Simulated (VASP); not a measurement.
Write the native input for VASP 6.6.1 that does the following.

| Property | Result |
| --- | --- |
| Task | single point |
| Functional | PBE |
| Potentials or basis | VASP PAW PBE potentials, release 64 (Si, Sn_d) |
| Cutoff | 500 eV |
| k mesh | 6 × 4 × 6 |
| Occupations | gaussian, width 0.2 eV |
| Spin | no spin polarisation |
| Dipole correction | no |
| Further INCAR settings | ALGO = Normal; EDIFF = 1e-06; NBANDS = 51 |

The structure of Si3Sn2 lies in POSCAR:

```
Si3Sn2
1.0
    0.0000000000     -3.4002864987      0.0000000000
    6.8005729975      0.0000000000      0.0000000000
   -1.7001432494      1.7001432494      8.7797383963
Si Sn
6 4
Direct
    0.4306322296      0.2153161148      0.8612644592
    0.4306322296      0.7153161148      0.8612644592
    0.5693677704      0.2846838852      0.1387355408
    0.5693677704      0.7846838852      0.1387355408
    0.0000000000      0.5000000000      0.0000000000
    1.0000000000      0.0000000000      1.0000000000
    0.1770145793      0.0885072896      0.3540291586
    0.1770145793      0.5885072896      0.3540291586
    0.8229854207      0.4114927104      0.6459708414
    0.8229854207      0.9114927104      0.6459708414
```

One way to write it, as run:

INCAR

```
SYSTEM = Si3Sn2
PREC = Accurate ; ENCUT = 500
EDIFF = 1E-6 ; ISMEAR = 0
SIGMA = 0.2 ; LREAL = .FALSE.
LASPH = .TRUE. ; NELM = 120
ALGO = Normal ; ISIF = 2
LWAVE = .FALSE. ; LCHARG = .FALSE.
GGA = PE ; NBANDS = 51
GGA_COMPAT = .FALSE.
```

KPOINTS

```
Automatic mesh
0
G
  6 4 6
  0 0 0
```

Potentials or basis: VASP PAW PBE potentials, release 64 (Si, Sn_d).

Run with:

```console
$ cat potpaw_PBE.64/Si/POTCAR potpaw_PBE.64/Sn_d/POTCAR > POTCAR
$ mpirun -np 1 vasp_std > vasp.out
```

It gave:

The pressure is 0.0 GPa, the largest force is 0.095 eV/Å and the band gap on the k mesh is zero (bands 40 and 41 overlap by 2.42 eV).

Caveat: spin-orbit coupling is left out, which moves the levels of the heavy elements.

It took 10 min on 1 thread of Oxide Virtual Turin-like Processor, on a shared host, peak memory 0.48 GiB.
